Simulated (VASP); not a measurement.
Crystal: ZnO.

```
Zn O
1.0
     3.02519    0.00000    0.00000
    -1.51259    2.61989    0.00000
     0.00000    0.00000    5.19210
Zn O
2 2
Direct
  0.00000 0.00000 0.00000
  0.00000 0.00000 0.50000
  0.33333 0.66667 0.25000
  0.66667 0.33333 0.75000
```

- Program: VASP 6.6.1
- Task: relaxation of cell and atoms
- Functional: r2SCAN
- Potentials or basis: VASP PAW PBE potentials, release 64 (Zn, O)
- Cutoff: 600 eV
- k mesh: 12 × 12 × 4
- Occupations: fermi-dirac, width 0.02 eV
- Spin: no spin polarisation

At the start: pressure -6.7 GPa; volume 10.29 Å³/atom.

**Question.** Where does the relaxation end?

**Answer.** Over 9 steps the energy falls by 9.5 meV/atom and the volume is 9.88 Å³/atom (-3.9 %); space group P6_3/mmc (No. 194, to 0.1 Å) before and after.

Step by step:
```tsv
step	energy change (eV)	largest force (eV/Å)	pressure (GPa)	volume (Å³)
1	0.0000	0.0000	-6.72	41.15
2	-0.0265	0.0000	4.61	38.63
3	-0.0376	0.0000	0.37	39.47
4	-0.0375	0.0000	-0.08	39.55
5	-0.0376	0.0000	0.05	39.52
6	-0.0378	0.0000	0.06	39.51
7	-0.0379	0.0000	0.06	39.50
8	-0.0379	0.0000	0.07	39.50
9	-0.0378	0.0000	-0.05	39.53
```

Final structure:
```
Zn O
1.0
     2.98127    0.00000    0.00000
    -1.49063    2.58185    0.00000
     0.00000    0.00000    5.13569
Zn O
2 2
Direct
  0.00000 0.00000 0.00000
  0.00000 0.00000 0.50000
  0.33333 0.66667 0.25000
  0.66667 0.33333 0.75000
```

Caveat: the PAW data sets were made with another functional, which shifts forces and pressure a little.
